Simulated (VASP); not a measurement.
# Mo5H in VASP: notebook

Mo5H is run at these levels: PBEsol; tasks: single point.

Program: VASP 6.6.1. These are calculated values, not measurements. Logs are shortened: lines on timing, memory, paths and dates and some standing lists are left out, and cuts for length are marked.

### Step 1. The cell of the first run

The cell holds a slab with vacuum, 6 atoms: a = 3.129 Å, b = 3.129 Å, c = 25.259 Å, α = 90.00°, β = 90.00°, γ = 90.00°.

### Step 2. Single point, PBEsol

INCAR reads:

```
ALGO     = Normal         # electronic algorithm
DIPOL    = 0.5 0.5 0.492
EDIFF    = 1E-6           # SCF threshold, eV
ENCUT    = 520            # plane-wave cutoff, eV
GGA      = PS             # functional
IDIPOL   = 3            
ISIF     = 2              # what is computed and relaxed
ISMEAR   = 0              # smearing method
LASPH    = T              # aspherical terms in the spheres
LCHARG   = T              # write CHGCAR
LDIPOL   = T            
LELF     = T              # ELF
LREAL    = F              # projectors in reciprocal space
LVACPOTAV= T            
LVHAR    = T            
LWAVE    = F              # write WAVECAR
NBANDS   = 44             # bands
NELM     = 100            # most SCF steps
PREC     = Accurate       # precision mode
SIGMA    = 0.1            # smearing width, eV
```

KPOINTS reads:

```
k-points
0
Gamma
  9 9 1
```

POSCAR reads:

```
Mo5H
1.0
    3.1293068543      0.0000000000      0.0000000000
    0.0000000000      3.1293068543      0.0000000000
    0.0000000000      0.0000000000     25.2586137086
Mo H
5 1
Direct
    0.5000000000      0.5000000000      0.3365188643
    0.0000000000      0.0000000000      0.3984642049
    0.5000000000      0.5000000000      0.4589349730
    0.0000000000      0.0000000000      0.5240874232
    0.5000000000      0.5000000000      0.5816062208
    0.5000000000      0.5000000000      0.6501800478
```

Potentials or basis: VASP PAW PBE potentials, release 64 (Mo_sv, H).

Run with:

```
> cat potpaw_PBE.64/Mo_sv/POTCAR potpaw_PBE.64/H/POTCAR > POTCAR
> mpirun -np 1 vasp_std > vasp.out
```

OUTCAR:

```text
EDIFF = 1E-6
   ENCUT = 520
   GGA = PS
   ISIF = 2
   ISMEAR = 0
   LASPH = T
   LREAL = F
   NELM = 100
   PREC = Accurate

 ion  position               nearest neighbor table
   1  0.500  0.500  0.337-   2 2.71   2 2.71   2 2.71   2 2.71   3 3.09
   2  0.000  0.000  0.398-   3 2.69   3 2.69   3 2.69   3 2.69   1 2.71   1 2.71   1 2.71   1 2.71
                             4 3.17
   3  0.500  0.500  0.459-   2 2.69   2 2.69   2 2.69   2 2.69   4 2.76   4 2.76   4 2.76   4 2.76
                             1 3.09   5 3.10
   4  0.000  0.000  0.524-   5 2.65   5 2.65   5 2.65   5 2.65   3 2.76   3 2.76   3 2.76   3 2.76
                             2 3.17
   5  0.500  0.500  0.582-   6 1.73   4 2.65   4 2.65   4 2.65   4 2.65   3 3.10
   6  0.500  0.500  0.650-   5 1.73

  LATTYP: Found a simple tetragonal cell.
 ALAT       =     3.1293068543
 C/A-ratio  =     8.0716321168

  Lattice vectors:

 A1 = (   3.1293068543,   0.0000000000,   0.0000000000)
 A2 = (   0.0000000000,   3.1293068543,   0.0000000000)
 A3 = (   0.0000000000,   0.0000000000,  25.2586137086)

Analysis of symmetry for initial positions (statically):
=====================================================================
 Subroutine PRICEL returns:
 Original cell was already a primitive cell.

 Routine SETGRP: Setting up the symmetry group for a
 simple tetragonal supercell.

 Subroutine GETGRP returns: Found  8 space group operations
 (whereof  8 operations were pure point group operations)
 out of a pool of 16 trial point group operations.

The static configuration has the point symmetry C_4v.

Analysis of symmetry for dynamics (positions and initial velocities):
=====================================================================
 Subroutine PRICEL returns:
 Original cell was already a primitive cell.

 Routine SETGRP: Setting up the symmetry group for a
 simple tetragonal supercell.

 Subroutine GETGRP returns: Found  8 space group operations
 (whereof  8 operations were pure point group operations)
 out of a pool of 16 trial point group operations.

The dynamic configuration has the point symmetry C_4v.

 Subroutine INISYM returns: Found  8 space group operations
 (whereof  8 operations are pure point group operations),
 and found     1 'primitive' translations

----------------------------------------------------------------------------------------

                                     Primitive cell

  volume of cell :     247.3465

  direct lattice vectors                    reciprocal lattice vectors
     3.129306854  0.000000000  0.000000000     0.319559585  0.000000000  0.000000000
     0.000000000  3.129306854  0.000000000     0.000000000  0.319559585  0.000000000
     0.000000000  0.000000000 25.258613709     0.000000000  0.000000000  0.039590455

  length of vectors
     3.129306854  3.129306854 25.258613709     0.319559585  0.319559585  0.039590455

  position of ions in fractional coordinates (direct lattice)
     0.500000000  0.500000000  0.336518864
     0.000000000  0.000000000  0.398464205
     0.500000000  0.500000000  0.458934973
     0.000000000  0.000000000  0.524087423
     0.500000000  0.500000000  0.581606221
     0.500000000  0.500000000  0.650180048

  ion indices of the primitive-cell ions
   primitive index   ion index
                 1           1
                 2           2
                 3           3
                 4           4
                 5           5
                 6           6

----------------------------------------------------------------------------------------

 KPOINTS: k-points

Automatic generation of k-mesh.
 Grid dimensions read from file:
 generate k-points for:    9    9    1

 Generating k-lattice:

  Cartesian coordinates                     Fractional coordinates (reciprocal lattice)
     0.035506621  0.000000000  0.000000000     0.111111111  0.000000000  0.000000000
     0.000000000  0.035506621  0.000000000     0.000000000  0.111111111  0.000000000
     0.000000000  0.000000000  0.039590455     0.000000000  0.000000000  1.000000000

  Length of vectors
     0.035506621  0.035506621  0.039590455

  Shift w.r.t. Gamma in fractional coordinates (k-lattice)
     0.000000000  0.000000000  0.000000000

 Subroutine IBZKPT returns following result:
 ===========================================

 Found     15 irreducible k-points:

 Following reciprocal coordinates:
            Coordinates               Weight
  0.000000  0.000000  0.000000      1.000000
  0.111111  0.000000  0.000000      4.000000
  0.222222  0.000000  0.000000      4.000000
  0.333333  0.000000  0.000000      4.000000
  0.444444  0.000000  0.000000      4.000000
  0.111111  0.111111  0.000000      4.000000
  0.222222  0.111111  0.000000      8.000000
  0.333333  0.111111  0.000000      8.000000
  0.444444  0.111111  0.000000      8.000000
  0.222222  0.222222  0.000000      4.000000
  0.333333  0.222222  0.000000      8.000000
  0.444444  0.222222  0.000000      8.000000
  0.333333  0.333333  0.000000      4.000000
  0.444444  0.333333  0.000000      8.000000
  0.444444  0.444444  0.000000      4.000000
   k-points           NKPTS =     15   k-points in BZ     NKDIM =     15   number of bands    NBANDS=     44
   number of dos      NEDOS =    301   number of ions     NIONS =      6
   total plane-waves  NPLWV = 110592
   dimension x,y,z NGX =    24 NGY =   24 NGZ =  192
   dimension x,y,z NGXF=    48 NGYF=   48 NGZF=  384
   ions per type =               5   1
   NGX,Y,Z   is equivalent  to a cutoff of  12.75, 12.75, 12.64 a.u.
   NGXF,Y,Z  is equivalent  to a cutoff of  25.50, 25.50, 25.27 a.u.
 SYSTEM =  unknown system
   PREC   = accura    normal or accurate (medium, high low for compatibility)
   ISTART =      0    job   : 0-new  1-cont  2-samecut
   ICHARG =      2    charge: 1-file 2-atom 10-const
   ISPIN  =      1    spin polarized calculation?
   LNONCOLLINEAR =      F non collinear calculations
   LSORBIT =      F    spin-orbit coupling
   LASPH  =      T    aspherical Exc in radial PAW
   ENCUT  =  520.0 eV  38.22 Ry    6.18 a.u.   5.82  5.82 46.96*2*pi/ulx,y,z
   NELM   =    100;   NELMIN=  2; NELMDL= -5     # of ELM steps
   EDIFF  = 0.1E-05   stopping-criterion for ELM
   LREAL  =      F    real-space projection
   EDIFFG = 0.1E-04   stopping-criterion for IOM
   NSW    =      0    number of steps for IOM
   IBRION =     -1    ionic relax: 0-MD 1-quasi-New 2-CG
   NFREE  =      0    steps in history (QN), initial steepest desc. (CG)
   ISIF   =      2    stress and relaxation
   ISYM   =      2    0-nonsym 1-usesym 2-fastsym
   POTIM  = 0.5000    time-step for ionic-motion
   TEBEG  =    0.0;   TEEND  =   0.0 temperature during run
   PSTRESS=    0.0 pullay stress
   NELECT =      71.0000    total number of electrons
   NUPDOWN=      -1.0000    fix difference up-down
   EMIN   =  10.00;   EMAX   =-10.00  energy-range for DOS
   EFERMI =   0.00;   METHOD = LEGACY
   ISMEAR =     0;   SIGMA  =   0.10  broadening in eV -4-tet -1-fermi 0-gaus
   EFERMI_NEDOS =   21; number of points for ismear=-14 and -15
   IALGO  =     38    algorithm
   IMIX   =      4    mixing-type and parameters
     AMIX     =   0.40;   BMIX     =  1.00
     AMIX_MAG =   1.60;   BMIX_MAG =  1.00
  volume/ion in A,a.u.               =      41.22       278.20
  Fermi-wavevector in a.u.,A,eV,Ry     =   1.079922  2.040756 15.867540  1.166231
  Thomas-Fermi vector in A             =   2.215900
   LORBIT       =      0    0 simple, 1 ext, 2 COOP (PROOUT), +10 PAW based schemes
   GGA     = PS    functional components
   LHFCALC =     F    Hartree Fock is set to
   AEXX    =    0.0000 exact exchange contribution
   IVDW    =     0    specifies the selected vdW correction
   LEPSILON=     F    determine dielectric tensor
   LRPA    =     F    only Hartree local field effects (RPA)
 non-spin polarized calculation
 Gauss-broadening in eV      SIGMA  =   0.10
  energy-cutoff  :      520.00
  volume of cell :      247.35
 maximum number of plane-waves:      6710
 NGX is ok and might be reduce to    24
   NGX = 11   NGY = 11   NGZ = 93

 dipolmoment           0.000000      0.000000     -0.290971 electrons x Angstroem

 number of electron      70.9999997 magnetization

 dipolmoment           0.000000      0.000000      0.133089 electrons x Angstroem

 Free energy of the ion-electron system (eV)
  ---------------------------------------------------
  ext. energy  EPLUGINS =         0.00000000
  ---------------------------------------------------
  free energy    TOTEN  =       -57.39805525 eV

  energy without entropy =      -57.36625509  energy(sigma->0) =      -57.38215517

 E-fermi :   0.3173     XC(G=0):  -5.3084

 val. band max:        0.2894432122   @ k =   0.2222   0.0000   0.0000
 cond. band min:       0.3179845175   @ k =   0.4444   0.2222   0.0000
 fundamental gap:      0.0285413053
 Fermi energy:         0.3173163416

 k-point     1 :       0.0000    0.0000    0.0000
  band No.  band energies     occupation
      1     -60.7380      2.00000
      2     -60.5278      2.00000
      3     -60.3857      2.00000
      4     -60.3144      2.00000
      5     -60.0741      2.00000
      6     -35.0158      2.00000
[... 36 lines left out ...]
     43       1.8403      0.00000
     44       2.4960      0.00000

 k-point     2 :       0.1111    0.0000    0.0000
  band No.  band energies     occupation
      1     -60.7249      2.00000
      2     -60.5221      2.00000
      3     -60.3771      2.00000
      4     -60.3211      2.00000
      5     -60.0822      2.00000
      6     -35.0548      2.00000
[... 36 lines left out ...]
     43       2.3065      0.00000
     44       2.5549      0.00000

 k-point     3 :       0.2222    0.0000    0.0000
  band No.  band energies     occupation
      1     -60.6891      2.00000
      2     -60.5076      2.00000
      3     -60.3588      2.00000
      4     -60.3338      2.00000
      5     -60.1062      2.00000
      6     -35.1939      2.00000
[... 553 lines left out ...]
     43       2.8391      0.00000
     44       3.0213      0.00000

 k-point    15 :       0.4444    0.4444    0.0000
  band No.  band energies     occupation
      1     -60.5749      2.00000
      2     -60.4441      2.00000
      3     -60.4056      2.00000
      4     -60.2048      2.00000
      5     -60.1939      2.00000
      6     -35.3740      2.00000
[... 36 lines left out ...]
     43       2.9560      0.00000
     44       3.1139      0.00000

------------------------ aborting loop because EDIFF is reached ----------------------------------------

  FORCE on cell =-STRESS in cart. coord.  units (eV):
  Direction    XX          YY          ZZ          XY          YZ          ZX
  --------------------------------------------------------------------------------------
  -------------------------------------------------------------------------------------
  Total       -6.1358266     -6.1358266     -1.7769033      0.0000000      0.0000000      0.0000000
  in kB      -39.7445740    -39.7445740    -11.5098210      0.0000000      0.0000000      0.0000000
  external PRESSURE =     -30.3329896 kB  Pullay stress =       0.0000000 kB

 VOLUME and BASIS-vectors are now :
 -----------------------------------------------------------------------------
  energy-cutoff  :      520.00
  volume of cell :      247.35
      direct lattice vectors                 reciprocal lattice vectors
     3.129306854  0.000000000  0.000000000     0.319559585  0.000000000  0.000000000
     0.000000000  3.129306854  0.000000000     0.000000000  0.319559585  0.000000000
     0.000000000  0.000000000 25.258613709     0.000000000  0.000000000  0.039590455

 POSITION                                       TOTAL-FORCE (eV/Angst)
 -----------------------------------------------------------------------------------
      1.56465      1.56465      8.50000         0.000000      0.000000      1.208563
      0.00000      0.00000     10.06465        -0.000000     -0.000000     -1.236825
      1.56465      1.56465     11.59206        -0.000000      0.000000      0.010003
      0.00000      0.00000     13.23772        -0.000000     -0.000000     -0.020920
      1.56465      1.56465     14.69057        -0.000000     -0.000000      0.028967
      1.56465      1.56465     16.42265        -0.000000     -0.000000      0.010211
 -----------------------------------------------------------------------------------
    total drift:                                0.000000     -0.000000     -0.000954

  FREE ENERGIE OF THE ION-ELECTRON SYSTEM (eV)
  ---------------------------------------------------
  free  energy   TOTEN  =       -57.3980552510 eV

  energy  without entropy=      -57.3662550911  energy(sigma->0) =      -57.38215517

 vacuum level on the upper side and lower side of the slab         6.901         4.442
```

It took 3 min on 1 thread of Intel Xeon 6975P-C (Granite Rapids), shared host; peak memory 0.38 GiB.

What came out:

```yaml
Free_energy: -57.3981 eV
Largest_force: 1.237 eV/Å
Band_gap_on_the_k_mesh: zero (an odd number of electrons rules out a gap without spin polarisation)
```

Forces on the atoms (eV/Å):
```
Mo   0.000  0.000  1.209
Mo   0.000  0.000 -1.237
Mo   0.000  0.000  0.010
Mo   0.000  0.000 -0.021
Mo   0.000  0.000  0.029
H    0.000  0.000  0.010
```

Levels at points of the mesh, in eV from the Fermi level:
| k point | band 33 | band 34 | band 35 | band 36 | band 37 | band 38 | band 39 | band 40 |
| --- | --- | --- | --- | --- | --- | --- | --- | --- |
| (0.00, 0.00, 0.00) | -0.75 | -0.75 | -0.23 | -0.11 | -0.08 | 0.03 | 0.03 | 1.26 |

Caveat: the PAW data sets were made with another functional, which shifts forces and pressure a little.

[end of part 1 of 2]
